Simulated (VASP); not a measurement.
# Ga2O3 (R-3c) in VASP: a series of runs, part 2 of 2

VASP 6.6.1.

## Step 4: Single point, PBE (strain -0.025 along x and y, -0.025 along z)

Contents of INCAR:

```
ALGO = Normal
EDIFF = 1E-7
ENCUT = 520
GGA = PE
ISIF = 2
ISMEAR = 0
LASPH = T
LCHARG = T
LELF = T
LREAL = F
LVHAR = T
LWAVE = F
NBANDS = 55
NELM = 100
PREC = Accurate
SIGMA = 0.05
```

Contents of KPOINTS:

```
k-points
0
Gamma
  6 6 6
```

Contents of POSCAR:

```
Ga2O3
1.0
    2.4655064421      1.4234608080      4.4275093335
   -2.4655064421      1.4234608080      4.4275093335
    0.0000000000     -2.8469216161      4.4275093334
Ga O
4 6
Direct
    0.3558687539      0.3558687539      0.3558687539
    0.1441312461      0.1441312461      0.1441312461
    0.6441312461      0.6441312461      0.6441312461
    0.8558687539      0.8558687539      0.8558687539
    0.5531733332      0.9468266668      0.2500000000
    0.2500000000      0.5531733332      0.9468266668
    0.9468266668      0.2500000000      0.5531733332
    0.4468266668      0.0531733332      0.7500000000
    0.7500000000      0.4468266668      0.0531733332
    0.0531733332      0.7500000000      0.4468266668
```

Potentials or basis: VASP PAW PBE potentials, release 64 (Ga_d, O).

Started as:

```sh
> cat potpaw_PBE.64/Ga_d/POTCAR potpaw_PBE.64/O/POTCAR > POTCAR
> mpirun -np 1 vasp_std > vasp.out
```

OUTCAR:

```text
EDIFF = 1E-7
   ENCUT = 520
   GGA = PE
   ISIF = 2
   ISMEAR = 0
   LASPH = T
   LREAL = F
   NELM = 100
   PREC = Accurate

 ion  position               nearest neighbor table
   1  0.356  0.356  0.356-   8 1.90  10 1.90   9 1.90   6 2.05   5 2.05   7 2.05   2 2.81   3 2.91
                             3 2.91   3 2.91
   2  0.144  0.144  0.144-   8 1.90   9 1.90  10 1.90   7 2.05   5 2.05   6 2.05   1 2.81   4 2.91
                             4 2.91   4 2.91
   3  0.644  0.644  0.644-   5 1.90   7 1.90   6 1.90   9 2.05   8 2.05  10 2.05   4 2.81   1 2.91
                             1 2.91   1 2.91
   4  0.856  0.856  0.856-   5 1.90   6 1.90   7 1.90  10 2.05   8 2.05   9 2.05   3 2.81   2 2.91
[... 1620 lines left out ...]

 VOLUME and BASIS-vectors are now :
 -----------------------------------------------------------------------------
  energy-cutoff  :      520.00
  volume of cell :       93.23
      direct lattice vectors                 reciprocal lattice vectors
     2.465506442  1.423460808  4.427509333     0.202798091  0.117085532  0.075286873
    -2.465506442  1.423460808  4.427509333    -0.202798091  0.117085532  0.075286873
     0.000000000 -2.846921616  4.427509333     0.000000000 -0.234171065  0.075286873

 POSITION                                       TOTAL-FORCE (eV/Angst)
 -----------------------------------------------------------------------------------
      0.00000     -0.00000      4.72684         0.000000     -0.000000      0.022345
      0.00000     -0.00000      1.91443         0.000000      0.000000     -0.022345
      0.00000     -0.00000      8.55569         0.000000      0.000000     -0.022345
      0.00000     -0.00000     11.36810         0.000000     -0.000000      0.022345
     -0.97055      1.42346      7.74814         0.004135     -0.000000     -0.000000
     -0.74748     -1.55226      7.74814        -0.002068      0.003581      0.000000
      1.71803      0.12879      7.74814        -0.002068     -0.003581     -0.000000
      0.97055     -1.42346      5.53439        -0.004135     -0.000000      0.000000
      0.74748      1.55226      5.53439         0.002068     -0.003581     -0.000000
     -1.71803     -0.12879      5.53439         0.002068      0.003581      0.000000
 -----------------------------------------------------------------------------------
    total drift:                               -0.000000      0.000000     -0.000000

  FREE ENERGIE OF THE ION-ELECTRON SYSTEM (eV)
  ---------------------------------------------------
  free  energy   TOTEN  =       -58.9481986138 eV

  energy  without entropy=      -58.9481986138  energy(sigma->0) =      -58.94819861
```

OSZICAR:

```text
N       E                     dE             d eps       ncg     rms          rms(c)
DAV:   1     0.120412052599E+04    0.12041E+04   -0.39693E+04  4274   0.305E+03
DAV:   2     0.195451914801E+03   -0.10087E+04   -0.94379E+03  3552   0.817E+02
DAV:   3    -0.480933118246E+02   -0.24355E+03   -0.23719E+03  4002   0.262E+02
DAV:   4    -0.670104123228E+02   -0.18917E+02   -0.18706E+02  4402   0.793E+01
DAV:   5    -0.676744294605E+02   -0.66402E+00   -0.66278E+00  4646   0.154E+01    0.174E+01
DAV:   6    -0.587999703668E+02    0.88745E+01   -0.27681E+01  6330   0.621E+01    0.447E+00
DAV:   7    -0.589898343763E+02   -0.18986E+00   -0.33312E+00  3985   0.986E+00    0.326E+00
DAV:   8    -0.589856453201E+02    0.41891E-02   -0.49131E-01  5464   0.642E+00    0.138E+00
DAV:   9    -0.589473840001E+02    0.38261E-01   -0.21844E-01  5521   0.553E+00    0.228E-01
DAV:  10    -0.589479831771E+02   -0.59918E-03   -0.14406E-02  5233   0.114E+00    0.579E-02
DAV:  11    -0.589481839668E+02   -0.20079E-03   -0.16995E-03  4281   0.441E-01    0.212E-02
DAV:  12    -0.589481950872E+02   -0.11120E-04   -0.24071E-04  4168   0.190E-01    0.107E-02
DAV:  13    -0.589481991319E+02   -0.40447E-05   -0.41219E-05  4505   0.444E-02    0.548E-03
DAV:  14    -0.589481986514E+02    0.48048E-06   -0.45967E-06  5277   0.167E-02    0.161E-03
DAV:  15    -0.589481984413E+02    0.21006E-06   -0.31410E-07  3640   0.464E-03    0.814E-04
DAV:  16    -0.589481985701E+02   -0.12881E-06   -0.55288E-08  2435   0.242E-03    0.358E-04
DAV:  17    -0.589481986138E+02   -0.43625E-07   -0.47995E-08  2432   0.208E-03
   1 F= -.58948199E+02 E0= -.58948199E+02  d E =-.514830E-16
```

stdout:

```text
POSCAR found type information on POSCAR GaO
 POSCAR found :  2 types and      10 ions
 scaLAPACK will be used
 LDA part: xc-table for (Slater+PW92), standard interpolation
 POSCAR, INCAR and KPOINTS ok, starting setup
 FFT: planning ... GRIDC
 FFT: planning ... GRID_SOFT
 FFT: planning ... GRID
 WAVECAR not read
 entering main loop
```

It took 7.4 min on 1 thread of AMD EPYC 7R43 (Zen 3), shared host; peak memory 0.25 GiB.

What came out:

```
Free energy            : -58.9482 eV
Pressure               : 19.2 GPa
Largest force          : 0.022 eV/Å
Band gap on the k mesh : 3.21 eV, indirect (least direct gap 3.48 eV)
```

Forces on the atoms (eV/Å):
```
Ga   0.000  0.000  0.022
Ga   0.000  0.000 -0.022
Ga   0.000  0.000 -0.022
Ga   0.000  0.000  0.022
O    0.004  0.000  0.000
O   -0.002  0.004  0.000
O   -0.002 -0.004  0.000
O   -0.004  0.000  0.000
O    0.002 -0.004  0.000
O    0.002  0.004  0.000
```

Stress tensor (GPa, compression positive):
```
20.00  0.00  0.00
 0.00 20.00  0.00
 0.00  0.00 17.57
```

Caveat: the cell differs from its parent crystal (strain -0.025 along x and y, -0.025 along z).

## Step 5: Single point, PBE (strain -0.050 along x and y, +0.050 along z)

Contents of INCAR:

```
SYSTEM = Ga2O3
PREC = Accurate ; ENCUT = 520
EDIFF = 1E-7 ; ISMEAR = 0
SIGMA = 0.05 ; LREAL = .FALSE.
LASPH = .TRUE. ; NELM = 60
ALGO = Normal ; ISIF = 2
LWAVE = .FALSE. ; LCHARG = .TRUE.
GGA = PE ; LELF = .TRUE.
LVHAR = .TRUE. ; NBANDS = 55
```

Contents of KPOINTS:

```
regular mesh
0
G
  6 6 6
  0 0 0
```

POSCAR: that of step 4 with these lines changed.

```diff
@@ -2,5 +2,5 @@
 1.0
-    2.4655064421      1.4234608080      4.4275093335
-   -2.4655064421      1.4234608080      4.4275093335
-    0.0000000000     -2.8469216161      4.4275093334
+    2.4022883282      1.3869618130      4.7680869745
+   -2.4022883282      1.3869618130      4.7680869745
+    0.0000000000     -2.7739236259      4.7680869745
 Ga O
```

Started as:

```sh
> cat potpaw_PBE.64/Ga_d/POTCAR potpaw_PBE.64/O/POTCAR > POTCAR
> mpirun -np 1 vasp_std > vasp.out
```

Wall time 7 min (1 thread of AMD EPYC 7R43 (Zen 3), shared host); peak memory 0.28 GiB.

It converged, with:

```
Free energy            : -58.5223 eV
Pressure               : 15.7 GPa
Largest force          : 0.585 eV/Å
Band gap on the k mesh : 2.70 eV, indirect (least direct gap 2.78 eV)
```

Forces in eV/Å, atoms in the order of the input:
```
Ga   0.000  0.000 -0.585
Ga   0.000  0.000  0.585
Ga   0.000  0.000  0.585
Ga   0.000  0.000 -0.585
O   -0.034  0.000  0.000
O    0.017 -0.029  0.000
O    0.017  0.029  0.000
O    0.034  0.000  0.000
O   -0.017  0.029  0.000
O   -0.017 -0.029  0.000
```

Stress tensor (GPa, compression positive):
```
25.97  0.00  0.00
 0.00 25.97  0.00
 0.00  0.00 -4.88
```

Levels at points of the mesh, in eV from the valence-band top:
| k point | band 41 | band 42 | band 43 | band 44 | band 45 | band 46 | band 47 | band 48 |
| --- | --- | --- | --- | --- | --- | --- | --- | --- |
| (0.00, 0.00, 0.00) | -0.15 | -0.15 | -0.08 | -0.08 | 2.70 | 6.38 | 7.36 | 9.15 |
| (0.50, 0.00, 0.00) | -1.07 | -1.07 | -0.37 | -0.37 | 6.05 | 6.05 | 6.77 | 6.77 |
| (0.50, 0.50, 0.00) | -0.97 | -0.87 | -0.52 | -0.29 | 6.33 | 6.55 | 7.70 | 7.84 |
| (0.50, 0.50, 0.50) | -0.12 | -0.12 | -0.12 | -0.12 | 5.91 | 5.91 | 7.57 | 7.57 |

Caveat: the cell differs from its parent crystal (strain -0.050 along x and y, +0.050 along z). A k mesh can miss the band edges.

## Step 6: Summary

| cell | gap on the mesh (eV) | pressure (GPa) | largest force (eV/Å) |
| --- | --- | --- | --- |
| a = 5.479 Å, angles 58.0°, 10 atoms | 1.33 | -15.3 | 0.15 |
| a = 5.630 Å, angles 54.8°, 10 atoms | 1.44 | -14.6 | 0.05 |
| a = 5.264 Å, angles 55.9°, 10 atoms | 3.21 | 19.2 | 0.02 |
| a = 5.516 Å, angles 51.6°, 10 atoms | 2.70 | 15.7 | 0.59 |

Alike in all rows: task single point; level PBE; potentials or basis VASP PAW PBE potentials, release 64 (Ga_d, O); no spin polarisation; k mesh 6 × 6 × 6; cutoff (eV) 520; smearing gaussian 0.05 eV.

Absolute energies hang on the potentials; compare differences alone.
